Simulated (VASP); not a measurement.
A run of VASP 6.6.1:

The input INCAR:

```
SYSTEM = Ni
ALGO     = Normal         ! electronic algorithm
EDIFF    = 1E-7           ! SCF threshold, eV
ENCUT    = 520            ! plane-wave cutoff, eV
GGA      = PE             ! functional
ISIF     = 2              ! what is computed and relaxed
ISMEAR   = -1             ! smearing method
ISPIN    = 2              ! spin polarisation
LASPH    = .True.         ! aspherical terms in the spheres
LCHARG   = .True.         ! write CHGCAR
LELF     = .True.         ! ELF
LMAXMIX  = 4              ! l up to which the mixer works
LORBIT   = 11             ! projections on sites
LREAL    = .False.        ! projectors in reciprocal space
LVHAR    = .True.       
LWAVE    = .False.        ! write WAVECAR
MAGMOM   = 1.24           ! initial moments
NBANDS   = 15             ! bands
NELM     = 150            ! most SCF steps
NUPDOWN  = 1.24           ! fixed moment
PREC     = Accurate       ! precision mode
SIGMA    = 0.05           ! smearing width, eV
```

File KPOINTS:

```
k-points
0
Gamma
  12 12 12
  0 0 0
```

Contents of POSCAR:

```
Ni
1.0
    0.0000000000      1.7673500000      1.7673500000
    1.7673500000      0.0000000000      1.7673500000
    1.7673500000      1.7673500000      0.0000000000
Ni
1
Direct
    0.0000000000      0.0000000000      0.0000000000
```

Potentials or basis: VASP PAW PBE potentials, release 64 (Ni).

The run is started by

```bash
$ cat potpaw_PBE.64/Ni/POTCAR > POTCAR
$ mpirun -np 1 vasp_std > vasp.out
```

Hardware: 1 thread of Intel(R) Xeon(R) 6975P-C (Granite Rapids) (shared host).

Question: How long does it take, and how much memory?

Answer: Wall time 13 s on 1 thread of Intel(R) Xeon(R) 6975P-C (Granite Rapids) (shared host), peak memory 0.14 GiB. Counts: scf iterations 14, k points 72.
